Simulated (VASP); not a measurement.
# TlAgS2 (P-4m2) in VASP: settings compared

The runs below take TlAgS2 through single point, with PBE, r2SCAN.

All numbers are computed with VASP 6.6.1; they aren't measurements. Logs are shortened: lines on timing, memory, paths and dates and some standing lists are left out, and cuts for length are marked.

## (1) The cell of the first run

It takes space group P-4m2 (No. 115, tetragonal). The conventional cell has a = 4.203 Å, b = 4.203 Å, c = 5.993 Å, α = 90.00°, β = 90.00°, γ = 90.00°. Ag (site symmetry -4m2) has 4 S at 2.55 Å within 3.4 Å. S (site symmetry 2mm) has 2 Ag at 2.55 Å and 2 Tl at 2.61 Å within 3.4 Å. Within 3.4 Å of Tl (site symmetry -4m2) lie 4 S at 2.61 Å.

## (2) Single point, PBE

Contents of INCAR:

```
SYSTEM = TlAgS2
  ALGO = Normal
  EDIFF = 1E-7
  ENCUT = 520
  GGA = PE
  ISIF = 2
  ISMEAR = -1
  LASPH = .True.
  LCHARG = .False.
  LREAL = .False.
  LWAVE = .False.
  NBANDS = 26
  NELM = 100
  PREC = Accurate
  SIGMA = 0.02
```

Contents of KPOINTS:

```
k-points
0
Gamma
  6 6 4
  0 0 0
```

Contents of POSCAR:

```
TlAgS2
1.0
    4.2030284627      0.0000000000      0.0000000000
    0.0000000000      4.2030284627      0.0000000000
    0.0000000000      0.0000000000      5.9926907501
Ag S Tl
1 2 1
Direct
    0.0000000000      0.0000000000      0.0000000000
    0.0000000000      0.5000000000      0.2408631092
    0.5000000000      0.0000000000      0.7591368908
    0.5000000000      0.5000000000      0.5000000000
```

Potentials or basis: VASP PAW PBE potentials, release 64 (Ag, S, Tl_d).

Launch:

```console
cat potpaw_PBE.64/Ag/POTCAR potpaw_PBE.64/S/POTCAR potpaw_PBE.64/Tl_d/POTCAR > POTCAR
mpirun -np 1 vasp_std > vasp.out
```

OUTCAR:

```text
SYSTEM = TlAgS2
   EDIFF = 1E-7
   ENCUT = 520
   GGA = PE
   ISIF = 2
   ISMEAR = -1
   LASPH = .True.
   LREAL = .False.
   NELM = 100
   PREC = Accurate

 ion  position               nearest neighbor table
   1  0.000  0.000  0.000-   2 2.55   3 2.55   2 2.55   3 2.55
   2  0.000  0.500  0.241-   1 2.55   1 2.55   4 2.61   4 2.61
   3  0.500  0.000  0.759-   1 2.55   1 2.55   4 2.61   4 2.61
   4  0.500  0.500  0.500-   2 2.61   3 2.61   3 2.61   2 2.61

  LATTYP: Found a simple tetragonal cell.
 ALAT       =     4.2030284627
 C/A-ratio  =     1.4258030378

  Lattice vectors:

 A1 = (   4.2030284627,   0.0000000000,   0.0000000000)
 A2 = (   0.0000000000,   4.2030284627,   0.0000000000)
 A3 = (   0.0000000000,   0.0000000000,   5.9926907501)

Analysis of symmetry for initial positions (statically):
=====================================================================
 Subroutine PRICEL returns:
 Original cell was already a primitive cell.

 Routine SETGRP: Setting up the symmetry group for a
 simple tetragonal supercell.

 Subroutine GETGRP returns: Found  8 space group operations
 (whereof  8 operations were pure point group operations)
 out of a pool of 16 trial point group operations.

The static configuration has the point symmetry D_2d.

Analysis of symmetry for dynamics (positions and initial velocities):
=====================================================================
 Subroutine PRICEL returns:
 Original cell was already a primitive cell.

 Routine SETGRP: Setting up the symmetry group for a
 simple tetragonal supercell.

 Subroutine GETGRP returns: Found  8 space group operations
 (whereof  8 operations were pure point group operations)
 out of a pool of 16 trial point group operations.

The dynamic configuration has the point symmetry D_2d.

 Subroutine INISYM returns: Found  8 space group operations
 (whereof  8 operations are pure point group operations),
 and found     1 'primitive' translations

----------------------------------------------------------------------------------------

                                     Primitive cell

  volume of cell :     105.8636

  direct lattice vectors                    reciprocal lattice vectors
     4.203028463  0.000000000  0.000000000     0.237923680  0.000000000  0.000000000
     0.000000000  4.203028463  0.000000000     0.000000000  0.237923680  0.000000000
     0.000000000  0.000000000  5.992690750     0.000000000  0.000000000  0.166869949

  length of vectors
     4.203028463  4.203028463  5.992690750     0.237923680  0.237923680  0.166869949

  position of ions in fractional coordinates (direct lattice)
     0.000000000  0.000000000  0.000000000
     0.000000000  0.500000000  0.240863109
     0.500000000  0.000000000  0.759136891
     0.500000000  0.500000000  0.500000000

  ion indices of the primitive-cell ions
   primitive index   ion index
                 1           1
                 2           2
                 3           3
                 4           4

----------------------------------------------------------------------------------------

 KPOINTS: k-points

Automatic generation of k-mesh.
 Grid dimensions read from file:
 generate k-points for:    6    6    4

 Generating k-lattice:

  Cartesian coordinates                     Fractional coordinates (reciprocal lattice)
     0.039653947  0.000000000  0.000000000     0.166666667  0.000000000  0.000000000
     0.000000000  0.039653947  0.000000000     0.000000000  0.166666667  0.000000000
     0.000000000  0.000000000  0.041717487     0.000000000  0.000000000  0.250000000

  Length of vectors
     0.039653947  0.039653947  0.041717487

  Shift w.r.t. Gamma in fractional coordinates (k-lattice)
     0.000000000  0.000000000  0.000000000

 Subroutine IBZKPT returns following result:
 ===========================================

 Found     30 irreducible k-points:

 Following reciprocal coordinates:
            Coordinates               Weight
  0.000000  0.000000  0.000000      1.000000
  0.166667  0.000000  0.000000      4.000000
  0.333333  0.000000  0.000000      4.000000
  0.500000  0.000000  0.000000      2.000000
  0.166667  0.166667  0.000000      4.000000
  0.333333  0.166667  0.000000      8.000000
[... 16 lines left out ...]
  0.333333  0.000000  0.500000      4.000000
  0.500000  0.000000  0.500000      2.000000
 [... further k-points ...]
   k-points           NKPTS =     30   k-points in BZ     NKDIM =     30   number of bands    NBANDS=     26
   number of dos      NEDOS =    301   number of ions     NIONS =      4
   total plane-waves  NPLWV =  49152
   dimension x,y,z NGX =    32 NGY =   32 NGZ =   48
   dimension x,y,z NGXF=    64 NGYF=   64 NGZF=   96
   ions per type =               1   2   1
   NGX,Y,Z   is equivalent  to a cutoff of  12.66, 12.66, 13.32 a.u.
   NGXF,Y,Z  is equivalent  to a cutoff of  25.31, 25.31, 26.63 a.u.
 SYSTEM =  TlAgS2
   PREC   = accura    normal or accurate (medium, high low for compatibility)
   ISTART =      0    job   : 0-new  1-cont  2-samecut
   ICHARG =      2    charge: 1-file 2-atom 10-const
   ISPIN  =      1    spin polarized calculation?
   LNONCOLLINEAR =      F non collinear calculations
   LSORBIT =      F    spin-orbit coupling
   LASPH  =      T    aspherical Exc in radial PAW
   ENCUT  =  520.0 eV  38.22 Ry    6.18 a.u.   7.81  7.81 11.14*2*pi/ulx,y,z
   NELM   =    100;   NELMIN=  2; NELMDL= -5     # of ELM steps
   EDIFF  = 0.1E-06   stopping-criterion for ELM
   LREAL  =      F    real-space projection
   EDIFFG = 0.1E-05   stopping-criterion for IOM
   NSW    =      0    number of steps for IOM
   IBRION =     -1    ionic relax: 0-MD 1-quasi-New 2-CG
   NFREE  =      0    steps in history (QN), initial steepest desc. (CG)
   ISIF   =      2    stress and relaxation
   ISYM   =      2    0-nonsym 1-usesym 2-fastsym
   POTIM  = 0.5000    time-step for ionic-motion
   TEBEG  =    0.0;   TEEND  =   0.0 temperature during run
   PSTRESS=    0.0 pullay stress
   NELECT =      36.0000    total number of electrons
   NUPDOWN=      -1.0000    fix difference up-down
   EMIN   =  10.00;   EMAX   =-10.00  energy-range for DOS
   EFERMI =   0.00;   METHOD = LEGACY
   ISMEAR =    -1;   SIGMA  =   0.02  broadening in eV -4-tet -1-fermi 0-gaus
   EFERMI_NEDOS =   21; number of points for ismear=-14 and -15
   IALGO  =     38    algorithm
   IMIX   =      4    mixing-type and parameters
     AMIX     =   0.40;   BMIX     =  1.00
     AMIX_MAG =   1.60;   BMIX_MAG =  1.00
  volume/ion in A,a.u.               =      26.47       178.60
  Fermi-wavevector in a.u.,A,eV,Ry     =   1.142686  2.159363 17.765546  1.305731
  Thomas-Fermi vector in A             =   2.279383
   LORBIT       =      0    0 simple, 1 ext, 2 COOP (PROOUT), +10 PAW based schemes
   GGA     = PE    functional components
   LHFCALC =     F    Hartree Fock is set to
   AEXX    =    0.0000 exact exchange contribution
   IVDW    =     0    specifies the selected vdW correction
   LEPSILON=     F    determine dielectric tensor
   LRPA    =     F    only Hartree local field effects (RPA)
 non-spin polarized calculation
  energy-cutoff  :      520.00
  volume of cell :      105.86
 maximum number of plane-waves:      2872
 NGX is ok and might be reduce to    32
   NGX = 15   NGY = 15   NGZ = 23

 number of electron      36.0000010 magnetization

 Free energy of the ion-electron system (eV)
  ---------------------------------------------------
  ext. energy  EPLUGINS =         0.00000000
  ---------------------------------------------------
  free energy    TOTEN  =       -13.74254561 eV

  energy without entropy =      -13.74199123  energy(sigma->0) =      -13.74226842

 E-fermi :   3.5951     XC(G=0):  -8.9960

 val. band max:        3.5905791982   @ k =   0.0000   0.0000   0.0000
 cond. band min:       3.6983731993   @ k =   0.5000   0.0000   0.5000
 fundamental gap:      0.1077940012
 Fermi energy:         3.5950640653

 k-point     1 :       0.0000    0.0000    0.0000
  band No.  band energies     occupation
      1      -9.5015      2.00000
      2      -9.2002      2.00000
      3      -7.7420      2.00000
      4      -7.7420      2.00000
      5      -7.6262      2.00000
      6      -7.5079      2.00000
[... 18 lines left out ...]
     25      11.5413      0.00000
     26      13.5211      0.00000

 k-point     2 :       0.1667    0.0000    0.0000
  band No.  band energies     occupation
      1      -9.4513      2.00000
      2      -9.2018      2.00000
      3      -7.7397      2.00000
      4      -7.6971      2.00000
      5      -7.6059      2.00000
      6      -7.5185      2.00000
[... 18 lines left out ...]
     25      11.4304      0.00000
     26      12.6330      0.00000

 k-point     3 :       0.3333    0.0000    0.0000
  band No.  band energies     occupation
      1      -9.3488      2.00000
      2      -9.2142      2.00000
      3      -7.7352      2.00000
      4      -7.6353      2.00000
      5      -7.5397      2.00000
      6      -7.4726      2.00000
[... 18 lines left out ...]
     25      10.8383      0.00000
     26      11.7659      0.00000

 k-point     4 :       0.5000    0.0000    0.0000
  band No.  band energies     occupation
      1      -9.2881      2.00000
      2      -9.2334      2.00000
      3      -7.7328      2.00000
      4      -7.6220      2.00000
      5      -7.5503      2.00000
      6      -7.3264      2.00000
[... 18 lines left out ...]
     25      10.0102      0.00000
     26      11.4647      0.00000
[... 496 lines left out ...]
      1      -9.3479      2.00000
      2      -9.2587      2.00000
      3      -7.7409      2.00000
      4      -7.6805      2.00000
      5      -7.6045      2.00000
      6      -7.5185      2.00000
[... 18 lines left out ...]
     25      10.5790      0.00000
     26      11.4997      0.00000

 k-point    23 :       0.3333    0.0000    0.5000
  band No.  band energies     occupation
      1      -9.3131      2.00000
      2      -9.2352      2.00000
      3      -7.7368      2.00000
      4      -7.6193      2.00000
      5      -7.5399      2.00000
      6      -7.4567      2.00000
[... 18 lines left out ...]
     25      10.4046      0.00000
     26      10.9498      0.00000

 k-point    24 :       0.5000    0.0000    0.5000
  band No.  band energies     occupation
      1      -9.2983      2.00000
      2      -9.2253      2.00000
      3      -7.7347      2.00000
      4      -7.6112      2.00000
      5      -7.5506      2.00000
      6      -7.3271      2.00000
[... 18 lines left out ...]
     25      10.7098      0.00000
     26      10.9031      0.00000

 [... further k-points ...]

------------------------ aborting loop because EDIFF is reached ----------------------------------------

  FORCE on cell =-STRESS in cart. coord.  units (eV):
  Direction    XX          YY          ZZ          XY          YZ          ZX
  --------------------------------------------------------------------------------------
  -------------------------------------------------------------------------------------
  Total       -0.0619122     -0.0619122     -0.0345221      0.0000000      0.0000000     -0.0000000
  in kB       -0.9370019     -0.9370019     -0.5224695      0.0000000      0.0000000     -0.0000000
  external PRESSURE =      -0.7988244 kB  Pullay stress =       0.0000000 kB

 VOLUME and BASIS-vectors are now :
 -----------------------------------------------------------------------------
  energy-cutoff  :      520.00
  volume of cell :      105.86
      direct lattice vectors                 reciprocal lattice vectors
     4.203028463  0.000000000  0.000000000     0.237923680  0.000000000  0.000000000
     0.000000000  4.203028463  0.000000000     0.000000000  0.237923680  0.000000000
     0.000000000  0.000000000  5.992690750     0.000000000  0.000000000  0.166869949

 POSITION                                       TOTAL-FORCE (eV/Angst)
 -----------------------------------------------------------------------------------
      0.00000      0.00000      0.00000        -0.000000      0.000000      0.000000
      0.00000      2.10151      1.44342        -0.000000      0.000000      0.008668
      2.10151      0.00000      4.54927         0.000000      0.000000     -0.008668
      2.10151      2.10151      2.99635        -0.000000     -0.000000      0.000000
 -----------------------------------------------------------------------------------
    total drift:                                0.000000      0.000000     -0.000000

  FREE ENERGIE OF THE ION-ELECTRON SYSTEM (eV)
  ---------------------------------------------------
  free  energy   TOTEN  =       -13.7425456093 eV

  energy  without entropy=      -13.7419912350  energy(sigma->0) =      -13.74226842
```

Run time: 47 s. Hardware: 1 thread of Oxide Virtual Turin-like, shared host; peak memory 0.23 GiB.

What came out:

- Free energy: -13.7425 eV
- Pressure: -0.1 GPa
- Largest force: 0.009 eV/Å
- Band gap on the k mesh: zero (filled and empty bands touch)

Forces in eV/Å, atoms in the order of the input:
```
Ag   0.000  0.000  0.000
S    0.000  0.000  0.009
S    0.000  0.000 -0.009
Tl   0.000  0.000  0.000
```

Caveat: spin-orbit coupling is left out, which moves the levels of the heavy elements.

## (3) Single point, r2SCAN

This run uses another cell than the first one, of 25.70 Å³/atom.

Contents of POSCAR:

```
TlAgS2
1.0
    4.1384415880      0.0000000000      0.0000000000
    0.0000000000      4.1384415880      0.0000000000
    0.0000000000      0.0000000000      6.0023385113
Ag S Tl
1 2 1
Direct
    0.0000000000      0.0000000000      0.0000000000
    0.0000000000      0.5000000000      0.2445828708
    0.5000000000      0.0000000000      0.7554171292
    0.5000000000      0.5000000000      0.5000000000
```

Contents of INCAR.step1:

```
PREC = Accurate
ENCUT = 520
ISMEAR = -1
SIGMA = 0.02
LREAL = F
LASPH = T
NELM = 100
NBANDS = 26
GGA = PE
ALGO = Normal
EDIFF = 1E-4
LWAVE = T
LCHARG = F
```

Contents of INCAR.step2:

```
PREC = Accurate
ENCUT = 520
EDIFF = 1E-6
ISMEAR = -1
SIGMA = 0.02
LREAL = F
LASPH = T
NELM = 100
ALGO = Normal
ISIF = 2
LWAVE = F
LCHARG = F
METAGGA = R2SCAN
LMIXTAU = T
NBANDS = 26
ISTART = 1
```

Contents of KPOINTS:

```
Automatic mesh
0
Gamma
  6 6 4
```

Potentials or basis: VASP PAW PBE potentials, release 64 (Ag, S, Tl_d).

Launch:

```console
cat potpaw_PBE.64/Ag/POTCAR potpaw_PBE.64/S/POTCAR potpaw_PBE.64/Tl_d/POTCAR > POTCAR
cp INCAR.step1 INCAR
mpirun -np 1 vasp_std > vasp.out
cp INCAR.step2 INCAR
mpirun -np 1 vasp_std > vasp.out
```

Run time: 3.2 min. Hardware: 1 thread of Oxide Virtual Turin-like, shared host; peak memory 0.24 GiB.

Results (log left out):

```
Free energy            : -91.4077 eV
Pressure               : -0.1 GPa
Largest force          : 0.014 eV/Å
Band gap on the k mesh : zero (filled and empty bands touch)
```

Forces on the atoms (eV/Å):
```
Ag   0.000  0.000  0.000
S    0.000  0.000 -0.014
S    0.000  0.000  0.014
Tl   0.000  0.000  0.000
```

Levels at points of the mesh, in eV from the Fermi level:
| k point | band 15 | band 16 | band 17 | band 18 | band 19 | band 20 | band 21 | band 22 |
| --- | --- | --- | --- | --- | --- | --- | --- | --- |
| (0.00, 0.00, 0.00) | -2.73 | -0.33 | -0.21 | 0.00 | 0.00 | 3.08 | 4.04 | 5.84 |
| (0.50, 0.00, 0.00) | -2.66 | -1.81 | -1.68 | -0.41 | 1.51 | 4.99 | 5.16 | 5.91 |
| (0.50, 0.50, 0.00) | -2.71 | -2.11 | -2.11 | -1.64 | 1.91 | 3.15 | 3.15 | 5.07 |
| (0.00, 0.00, 0.50) | -2.16 | -2.16 | -0.64 | -0.64 | 1.42 | 2.88 | 4.76 | 5.09 |
| (0.50, 0.00, 0.50) | -1.76 | -1.34 | -0.72 | -0.38 | 0.39 | 3.46 | 5.85 | 5.94 |
| (0.50, 0.50, 0.50) | -2.52 | -2.52 | -2.23 | -1.94 | 2.29 | 4.77 | 4.77 | 6.43 |

Caveat: the PAW data sets were made with another functional, which shifts forces and pressure a little; spin-orbit coupling is left out, which moves the levels of the heavy elements.

## (4) Single point, r2SCAN

This run uses another cell than the first one, of 25.70 Å³/atom.

POSCAR is that of step 3.

Contents of INCAR.step1:

```
SYSTEM = TlAgS2
PREC = Accurate ; ENCUT = 520
ISMEAR = -1 ; SIGMA = 0.02
LREAL = .FALSE. ; LASPH = .TRUE.
NELM = 60 ; NBANDS = 26
GGA = PE ; ALGO = Normal
EDIFF = 1E-4 ; LWAVE = .TRUE.
LCHARG = .FALSE.
```

Contents of INCAR.step2:

```
SYSTEM = TlAgS2
PREC = Accurate ; ENCUT = 520
EDIFF = 1E-6 ; ISMEAR = -1
SIGMA = 0.02 ; LREAL = .FALSE.
LASPH = .TRUE. ; NELM = 60
ALGO = Normal ; ISIF = 2
LWAVE = .FALSE. ; LCHARG = .TRUE.
METAGGA = R2SCAN ; LMIXTAU = .TRUE.
LELF = .TRUE. ; LVHAR = .TRUE.
NBANDS = 26 ; ISTART = 1
```

Contents of KPOINTS:

```
Automatic mesh
0
G
  6 6 4
  0 0 0
```

Launch:

```console
cat potpaw_PBE.64/Ag/POTCAR potpaw_PBE.64/S/POTCAR potpaw_PBE.64/Tl_d/POTCAR > POTCAR
cp INCAR.step1 INCAR
mpirun -np 1 vasp_std > vasp.out
cp INCAR.step2 INCAR
mpirun -np 1 vasp_std > vasp.out
```

Wall time 2.9 min (1 thread of Oxide Virtual Turin-like, shared host); peak memory 0.24 GiB.

Results (log left out):

```yaml
Free_energy: -91.4077 eV
Pressure: -0.1 GPa
Largest_force: 0.014 eV/Å
Band_gap_on_the_k_mesh: zero (filled and empty bands touch)
```

Forces on the atoms (eV/Å):
```
Ag   0.000  0.000  0.000
S    0.000  0.000 -0.014
S    0.000  0.000  0.014
Tl   0.000  0.000  0.000
```

Levels at points of the mesh, in eV from the Fermi level:
```csv
k point,band 15,band 16,band 17,band 18,band 19,band 20,band 21,band 22
"(0.00, 0.00, 0.00)",-2.73,-0.33,-0.21,0.00,0.00,3.08,4.04,5.84
"(0.50, 0.00, 0.00)",-2.66,-1.81,-1.68,-0.41,1.51,4.99,5.16,5.91
"(0.50, 0.50, 0.00)",-2.71,-2.11,-2.11,-1.64,1.91,3.15,3.15,5.07
"(0.00, 0.00, 0.50)",-2.16,-2.16,-0.64,-0.64,1.42,2.88,4.76,5.09
"(0.50, 0.00, 0.50)",-1.76,-1.34,-0.72,-0.38,0.39,3.46,5.85,5.94
"(0.50, 0.50, 0.50)",-2.52,-2.52,-2.23,-1.94,2.29,4.77,4.77,6.43
```

Caveat: the PAW data sets were made with another functional, which shifts forces and pressure a little; spin-orbit coupling is left out, which moves the levels of the heavy elements.

The gap in the log of VASP goes by the Fermi energy; the results here count the filled bands.